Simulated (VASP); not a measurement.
Input of a VASP 6.6.1 run:

Contents of INCAR:

```
PREC = Accurate ; ENCUT = 520
EDIFF = 1E-6 ; ISMEAR = 0
SIGMA = 0.05 ; LREAL = F
LASPH = T ; NELM = 80
ALGO = Normal ; ISIF = 2
LWAVE = F ; LCHARG = F
GGA = PE ; NBANDS = 20
```

Contents of KPOINTS:

```
regular mesh
0
Gamma
  4 4 4
```

Contents of POSCAR:

```
CdF2
1.0
    0.0000000000      2.6939990179      2.6939990179
    2.6939990179      0.0000000000      2.6939990179
    2.6939990179      2.6939990179      0.0000000000
Cd F
1 2
Direct
    0.0000000000      0.0000000000      0.0000000000
    0.2500000000      0.2500000000      0.2500000000
    0.7500000000      0.7500000000      0.7500000000
```

Potentials or basis: VASP PAW PBE potentials, release 64 (Cd, F).

Launch:

```sh
$ cat potpaw_PBE.64/Cd/POTCAR potpaw_PBE.64/F/POTCAR > POTCAR
$ mpirun -np 1 vasp_std > vasp.out
```

Q: Predict the band gap on the k mesh.

A: 3.07 eV, indirect (least direct gap 3.57 eV).

Q: Predict the pressure.

A: 6.2 GPa.

Caveat: the k points lie up to 0.50 Å⁻¹ apart. PBE gaps usually lie below the measured ones, often by a third to a half.
